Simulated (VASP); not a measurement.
# Mg2ZnO3 (P1) in VASP: relaxation of cell and atoms with PBEsol

Aim: the relaxation of cell and atoms of Mg2ZnO3 with PBEsol.

All numbers are computed with VASP 6.6.1; they aren't measurements. Logs are shortened: lines on timing, memory, paths and dates and some standing lists are left out, and cuts for length are marked.

## 1. The cell of the first run

The typed cell holds 6 atoms: a = 3.015 Å, b = 3.052 Å, c = 7.338 Å, α = 89.58°, β = 90.06°, γ = 120.55°.

## 2. Relaxation of cell and atoms, PBEsol

The input, INCAR:

```
SYSTEM = Mg2ZnO3
PREC     = Accurate       ! precision mode
ENCUT    = 600            ! plane-wave cutoff, eV
EDIFF    = 1E-6           ! SCF threshold, eV
ISMEAR   = -1             ! smearing method
SIGMA    = 0.05           ! smearing width, eV
LREAL    = .FALSE.        ! projectors in reciprocal space
LASPH    = .TRUE.         ! aspherical terms in the spheres
NELM     = 80             ! most SCF steps
ALGO     = Normal         ! electronic algorithm
ISIF     = 3              ! what is computed and relaxed
LWAVE    = .FALSE.        ! write WAVECAR
LCHARG   = .FALSE.        ! write CHGCAR
GGA      = PS             ! functional
IBRION   = 2              ! ionic algorithm
NSW      = 100            ! ionic steps
EDIFFG   = -0.01          ! ionic threshold
```

The input, KPOINTS:

```
regular mesh
0
G
  6 6 2
  0 0 0
```

The input, POSCAR:

```
Mg2ZnO3
1.0
    3.0152306742     -0.0250488422     -0.0016536283
   -1.5293082708      2.6409353631      0.0110015759
   -0.0040319453      0.0286464195      7.3377059003
Mg Zn O
2 1 3
Direct
    0.2850077048      0.6961036355      0.6633486236
    0.6892168400      0.3739805235      0.3329640235
   -0.0546357823     -0.0514610926      0.0470230364
    0.3045850671      0.6858249108      0.1843915355
    0.6074352560      0.3690976324      0.8063560428
   -0.0198515522      0.0101529632      0.5007600343
```

Potentials or basis: VASP PAW PBE potentials, release 64 (Mg, Zn, O).

The run is started by

```console
$ cat potpaw_PBE.64/Mg/POTCAR potpaw_PBE.64/Zn/POTCAR potpaw_PBE.64/O/POTCAR > POTCAR
$ mpirun -np 1 vasp_std > vasp.out
```

OUTCAR:

```text
SYSTEM = Mg2ZnO3
   PREC = Accurate
   ENCUT = 600
   EDIFF = 1E-6
   ISMEAR = -1
   LREAL = .FALSE.
   LASPH = .TRUE.
   NELM = 80
   ISIF = 3
   GGA = PS
   IBRION = 2
   NSW = 100
   EDIFFG = -0.01

 ion  position               nearest neighbor table
   1  0.285  0.696  0.663-   5 2.00   6 2.02   5 2.05   5 2.06   6 2.16   6 2.17   2 2.88   2 3.00
                             2 3.10   3 3.23   3 3.31
   2  0.689  0.374  0.333-   4 1.93   6 2.09   6 2.12   4 2.12   4 2.13   6 2.21   3 2.58   3 2.78
                             3 2.86   1 2.88   1 3.00   1 3.10
   3  0.945  0.949  0.047-   4 1.92   4 1.95   4 2.19   5 2.34   5 2.47   2 2.58   2 2.78   2 2.86
                             1 3.23   1 3.31
   4  0.305  0.686  0.184-   3 1.92   2 1.93   3 1.95   2 2.12   2 2.13   3 2.19
   5  0.607  0.369  0.806-   1 2.00   1 2.05   1 2.06   3 2.34   3 2.47
   6  0.980  0.010  0.501-   1 2.02   2 2.09   2 2.12   1 2.16   1 2.17   2 2.21

  LATTYP: Found a triclinic cell.
 ALAT       =     3.0517936388
 B/A-ratio  =     0.9858051468
 C/A-ratio  =     2.4044099288
 COS(alpha) =     0.0062303148
 COS(beta)  =     0.0072586658
 COS(gamma) =     0.5049487775

  Lattice vectors:

 A1 = (   1.5293082708,  -2.6409353631,  -0.0110015759)
 A2 = (  -1.4859224034,  -2.6158865209,  -0.0093479476)
 A3 = (   0.0040319453,  -0.0286464195,  -7.3377059003)

Analysis of symmetry for initial positions (statically):
=====================================================================
 Subroutine PRICEL returns:
 Original cell was already a primitive cell.

 Routine SETGRP: Setting up the symmetry group for a
 triclinic supercell.

 Subroutine GETGRP returns: Found  1 space group operations
 (whereof  1 operations were pure point group operations)
 out of a pool of  2 trial point group operations.

The static configuration has the point symmetry C_1 .

Analysis of symmetry for dynamics (positions and initial velocities):
=====================================================================
 Subroutine PRICEL returns:
 Original cell was already a primitive cell.

 Routine SETGRP: Setting up the symmetry group for a
 triclinic supercell.

 Subroutine GETGRP returns: Found  1 space group operations
 (whereof  1 operations were pure point group operations)
 out of a pool of  2 trial point group operations.

The dynamic configuration has the point symmetry C_1 .

 Subroutine INISYM returns: Found  1 space group operations
 (whereof  1 operations are pure point group operations),
 and found     1 'primitive' translations

----------------------------------------------------------------------------------------

                                     Primitive cell

  volume of cell :      58.1484

  direct lattice vectors                    reciprocal lattice vectors
     3.015230674 -0.025048842 -0.001653628     0.333252455  0.192981629 -0.000570284
    -1.529308271  2.640935363  0.011001576     0.003160082  0.380489836 -0.001483697
    -0.004031945  0.028646419  7.337705900     0.000070364 -0.000526986  0.136284473

  length of vectors
     3.015335172  3.051793639  7.337762926     0.385096654  0.380505851  0.136285510

  position of ions in fractional coordinates (direct lattice)
     0.285007705  0.696103636  0.663348624
     0.689216840  0.373980524  0.332964023
     0.945364218  0.948538907  0.047023036
     0.304585067  0.685824911  0.184391535
     0.607435256  0.369097632  0.806356043
     0.980148448  0.010152963  0.500760034

  ion indices of the primitive-cell ions
   primitive index   ion index
                 1           1
                 2           2
                 3           3
                 4           4
                 5           5
                 6           6

----------------------------------------------------------------------------------------

 KPOINTS: regular mesh

Automatic generation of k-mesh.
 Grid dimensions read from file:
 generate k-points for:    6    6    2

 Generating k-lattice:

  Cartesian coordinates                     Fractional coordinates (reciprocal lattice)
     0.055542076  0.032163605 -0.000095047     0.166666667 -0.000000000  0.000000000
     0.000526680  0.063414973 -0.000247283     0.000000000  0.166666667  0.000000000
     0.000035182 -0.000263493  0.068142236     0.000000000  0.000000000  0.500000000

  Length of vectors
     0.064182776  0.063417642  0.068142755

  Shift w.r.t. Gamma in fractional coordinates (k-lattice)
     0.000000000  0.000000000  0.000000000

 Subroutine IBZKPT returns following result:
 ===========================================

 Found     40 irreducible k-points:

 Following reciprocal coordinates:
            Coordinates               Weight
  0.000000  0.000000  0.000000      1.000000
  0.166667  0.000000  0.000000      2.000000
  0.333333  0.000000 -0.000000      2.000000
  0.500000  0.000000  0.000000      1.000000
  0.000000  0.166667  0.000000      2.000000
  0.166667  0.166667  0.000000      2.000000
[... 16 lines left out ...]
  0.333333  0.000000  0.500000      2.000000
  0.500000  0.000000  0.500000      1.000000
 [... further k-points ...]
   k-points           NKPTS =     40   k-points in BZ     NKDIM =     40   number of bands    NBANDS=     21
   number of dos      NEDOS =    301   number of ions     NIONS =      6
   total plane-waves  NPLWV =  34560
   dimension x,y,z NGX =    24 NGY =   24 NGZ =   60
   dimension x,y,z NGXF=    48 NGYF=   48 NGZF=  120
   ions per type =               2   1   3
   NGX,Y,Z   is equivalent  to a cutoff of  13.23, 13.07, 13.59 a.u.
   NGXF,Y,Z  is equivalent  to a cutoff of  26.46, 26.15, 27.19 a.u.
 SYSTEM =  Mg2ZnO3
   PREC   = accura    normal or accurate (medium, high low for compatibility)
   ISTART =      0    job   : 0-new  1-cont  2-samecut
   ICHARG =      2    charge: 1-file 2-atom 10-const
   ISPIN  =      1    spin polarized calculation?
   LNONCOLLINEAR =      F non collinear calculations
   LSORBIT =      F    spin-orbit coupling
   LASPH  =      T    aspherical Exc in radial PAW
   ENCUT  =  600.0 eV  44.10 Ry    6.64 a.u.   6.02  6.10 14.66*2*pi/ulx,y,z
   NELM   =     80;   NELMIN=  2; NELMDL= -5     # of ELM steps
   EDIFF  = 0.1E-05   stopping-criterion for ELM
   LREAL  =      F    real-space projection
   EDIFFG = -.1E-01   stopping-criterion for IOM
   NSW    =    100    number of steps for IOM
   IBRION =      2    ionic relax: 0-MD 1-quasi-New 2-CG
   NFREE  =      1    steps in history (QN), initial steepest desc. (CG)
   ISIF   =      3    stress and relaxation
   ISYM   =      2    0-nonsym 1-usesym 2-fastsym
   POTIM  = 0.5000    time-step for ionic-motion
   TEBEG  =    0.0;   TEEND  =   0.0 temperature during run
   PSTRESS=    0.0 pullay stress
   NELECT =      34.0000    total number of electrons
   NUPDOWN=      -1.0000    fix difference up-down
   EMIN   =  10.00;   EMAX   =-10.00  energy-range for DOS
   EFERMI =   0.00;   METHOD = LEGACY
   ISMEAR =    -1;   SIGMA  =   0.05  broadening in eV -4-tet -1-fermi 0-gaus
   EFERMI_NEDOS =   21; number of points for ismear=-14 and -15
   IALGO  =     38    algorithm
   IMIX   =      4    mixing-type and parameters
     AMIX     =   0.40;   BMIX     =  1.00
     AMIX_MAG =   1.60;   BMIX_MAG =  1.00
  volume/ion in A,a.u.               =       9.69        65.40
  Fermi-wavevector in a.u.,A,eV,Ry     =   1.368953  2.586946 25.497763  1.874033
  Thomas-Fermi vector in A             =   2.494872
   LORBIT       =      0    0 simple, 1 ext, 2 COOP (PROOUT), +10 PAW based schemes
   GGA     = PS    functional components
   LHFCALC =     F    Hartree Fock is set to
   AEXX    =    0.0000 exact exchange contribution
   IVDW    =     0    specifies the selected vdW correction
   LEPSILON=     F    determine dielectric tensor
   LRPA    =     F    only Hartree local field effects (RPA)
 conjugate gradient relaxation of ions
 non-spin polarized calculation
  energy-cutoff  :      600.00
  volume of cell :       58.15
 maximum number of plane-waves:      1965
   NGX = 13   NGY = 13   NGZ = 29

--------------------------------------- Ionic step        1  -------------------------------------------

 number of electron      33.9999998 magnetization

 Free energy of the ion-electron system (eV)
  ---------------------------------------------------
  ext. energy  EPLUGINS =         0.00000000
  ---------------------------------------------------
  free energy    TOTEN  =       -33.24980788 eV

  energy without entropy =      -33.24980734  energy(sigma->0) =      -33.24980761

------------------------ aborting loop because EDIFF is reached ----------------------------------------

  FORCE on cell =-STRESS in cart. coord.  units (eV):
  Direction    XX          YY          ZZ          XY          YZ          ZX
  --------------------------------------------------------------------------------------
  -------------------------------------------------------------------------------------
  Total        2.7251890      0.4373391      0.4973355      0.3348111     -1.7788038      0.8410716
  in kB       75.0878313     12.0501172     13.7032123      9.2251365    -49.0118361     23.1742620
  external PRESSURE =      33.6137202 kB  Pullay stress =       0.0000000 kB
[... 101 lines left out ...]
  FREE ENERGIE OF THE ION-ELECTRON SYSTEM (eV)
  ---------------------------------------------------
  free  energy   TOTEN  =       -34.2286494554 eV

  energy  without entropy=      -34.2286494553  energy(sigma->0) =      -34.22864946

[... ionic steps 4 to 19 ...]

--------------------------------------- Ionic step       20  -------------------------------------------

 number of electron      34.0000001 magnetization

------------------------ aborting loop because EDIFF is reached ----------------------------------------

  FORCE on cell =-STRESS in cart. coord.  units (eV):
  Direction    XX          YY          ZZ          XY          YZ          ZX
  --------------------------------------------------------------------------------------
  -------------------------------------------------------------------------------------
  Total       -0.0199603     -0.0162418     -0.0097484      0.0033804      0.0035168     -0.0034990
  in kB       -0.5633389     -0.4583922     -0.2751286      0.0954053      0.0992537     -0.0987510
  external PRESSURE =      -0.4322866 kB  Pullay stress =       0.0000000 kB
[... 65 lines left out ...]
  energy  without entropy=      -34.5330146869  energy(sigma->0) =      -34.53301469

--------------------------------------- Ionic step       22  -------------------------------------------

 number of electron      34.0000001 magnetization

 Free energy of the ion-electron system (eV)
  ---------------------------------------------------
  ext. energy  EPLUGINS =         0.00000000
  ---------------------------------------------------
  free energy    TOTEN  =       -34.53307425 eV

  energy without entropy =      -34.53307425  energy(sigma->0) =      -34.53307425

 E-fermi :   4.0569     XC(G=0): -11.7516

 val. band max:        3.0145763326   @ k =   0.0000   0.0000   0.5000
 cond. band min:       6.0679160285   @ k =   0.0000   0.0000   0.0000
 fundamental gap:      3.0533396959
 Fermi energy:         4.0568781564

 k-point     1 :       0.0000    0.0000    0.0000
  band No.  band energies     occupation
      1     -14.7795      2.00000
      2     -13.8809      2.00000
      3     -13.6467      2.00000
      4      -2.6966      2.00000
      5      -1.7569      2.00000
      6      -1.7554      2.00000
[... 550 lines left out ...]
      5      -2.0587      2.00000
      6      -1.7194      2.00000
[... 13 lines left out ...]
     20      12.0374      0.00000
     21      13.3658      0.00000

 [... further k-points ...]

------------------------ aborting loop because EDIFF is reached ----------------------------------------

  FORCE on cell =-STRESS in cart. coord.  units (eV):
  Direction    XX          YY          ZZ          XY          YZ          ZX
  --------------------------------------------------------------------------------------
  -------------------------------------------------------------------------------------
  Total        0.0187217      0.0005245      0.0228231     -0.0071571     -0.0001990      0.0009945
  in kB        0.5286694      0.0148109      0.6444850     -0.2021028     -0.0056203      0.0280833
  external PRESSURE =       0.3959884 kB  Pullay stress =       0.0000000 kB
[... 21 lines left out ...]
  FREE ENERGIE OF THE ION-ELECTRON SYSTEM (eV)
  ---------------------------------------------------
  free  energy   TOTEN  =       -34.5330742523 eV

  energy  without entropy=      -34.5330742522  energy(sigma->0) =      -34.53307425

 reached required accuracy - stopping structural energy minimisation
```

It took 11 min on 1 thread of Intel Xeon Platinum 8259CL at 2.50GHz (Skylake/Cascade Lake), shared host; peak memory 0.24 GiB.

What came out:

| Quantity | Value |
| --- | --- |
| Free energy | -34.5331 eV |
| Relaxed volume | 9.46 Å³/atom |
| Relaxed cell | a = 2.995 Å, b = 2.995 Å, c = 7.303 Å, α = 90.00°, β = 89.99°, γ = 119.99° |
| Space group after relaxing (to 0.05 Å) | P-3m1 (No. 164) |
| Energy gained by relaxing | 213.9 meV/atom |
| Ionic steps | 22 |
| Pressure after relaxing | 0.0 GPa |
| Largest force after relaxing | 0.009 eV/Å |
| Band gap on the k mesh | 3.05 eV, indirect (least direct gap 3.14 eV) |

Forces in eV/Å, atoms in the order of the input:
```
Mg  -0.002  0.004 -0.003
Mg  -0.001  0.000  0.007
Zn  -0.004 -0.008 -0.001
O    0.000 -0.001 -0.008
O    0.007 -0.004  0.002
O   -0.002  0.009  0.003
```

Step by step:
| step | energy change (eV) | largest force (eV/Å) | pressure (GPa) | volume (Å³) |
| --- | --- | --- | --- | --- |
| 1 | 0.0000 | 4.8231 | 3.36 | 58.15 |
| 2 | -0.9626 | 1.4775 | -6.13 | 59.85 |
| 3 | -0.9788 | 1.1324 | -5.67 | 59.66 |
| 4 | -1.1638 | 0.8977 | 0.77 | 56.95 |
| 5 | -1.1733 | 0.8380 | 3.00 | 56.22 |
| 6 | -1.2350 | 0.3614 | 0.48 | 56.85 |
| 7 | -1.2352 | 0.3680 | 0.34 | 56.90 |
| 8 | -1.2514 | 0.2255 | -0.71 | 57.18 |
| 9 | -1.2563 | 0.2364 | -1.58 | 57.44 |
| 10 | -1.2673 | 0.2196 | 0.06 | 56.81 |
| 11 | -1.2684 | 0.2140 | 0.90 | 56.53 |
| 12 | -1.2756 | 0.1429 | 0.33 | 56.66 |
| 13 | -1.2774 | 0.1773 | -0.03 | 56.77 |
| 14 | -1.2811 | 0.0821 | -0.20 | 56.83 |
| 15 | -1.2811 | 0.0786 | -0.24 | 56.83 |
| 16 | -1.2823 | 0.0456 | 0.24 | 56.68 |
| 17 | -1.2824 | 0.0565 | 0.38 | 56.63 |
| 18 | -1.2830 | 0.0312 | -0.19 | 56.81 |
| 19 | -1.2830 | 0.0298 | -0.10 | 56.80 |
| 20 | -1.2832 | 0.0197 | -0.04 | 56.77 |
| 21 | -1.2832 | 0.0233 | -0.02 | 56.77 |
| 22 | -1.2833 | 0.0093 | 0.04 | 56.74 |

Final structure:
```
Mg Zn O
1.0
     2.99483    0.00055    0.00070
    -1.49750    2.59383   -0.00087
    -0.00095    0.00139    7.30320
Mg Zn O
2 1 3
Direct
  0.30168 0.68023 0.67183
  0.63530 0.34702 0.33972
  0.96934 0.01496 0.00582
  0.30217 0.68076 0.17784
  0.63494 0.34754 0.83385
  0.96833 0.01319 0.50577
```

Levels at points of the mesh, in eV from the valence-band top:
```
           k point  band 15  band 16  band 17  band 18  band 19  band 20
(0.00, 0.00, 0.00)    -0.51    -0.09    -0.09     3.05     6.37     6.73
(0.50, 0.00, 0.00)    -1.28    -0.73    -0.37     6.64     7.48     8.63
(0.00, 0.50, 0.00)    -1.28    -0.73    -0.36     6.64     7.48     8.63
(0.50, 0.50, 0.00)    -1.28    -0.73    -0.36     6.64     7.47     8.63
(0.00, 0.00, 0.50)    -0.79     0.00     0.00     4.16     5.36     6.87
(0.50, 0.00, 0.50)    -1.44    -0.29    -0.25     6.71     6.88     9.02
(0.00, 0.50, 0.50)    -1.44    -0.29    -0.25     6.71     6.88     9.02
(0.50, 0.50, 0.50)    -1.45    -0.29    -0.25     6.70     6.88     9.02
```

Caveat: the k points lie up to 0.43 Å⁻¹ apart in the final cell; the PAW data sets were made with another functional, which shifts forces and pressure a little. A k mesh can miss the band edges.
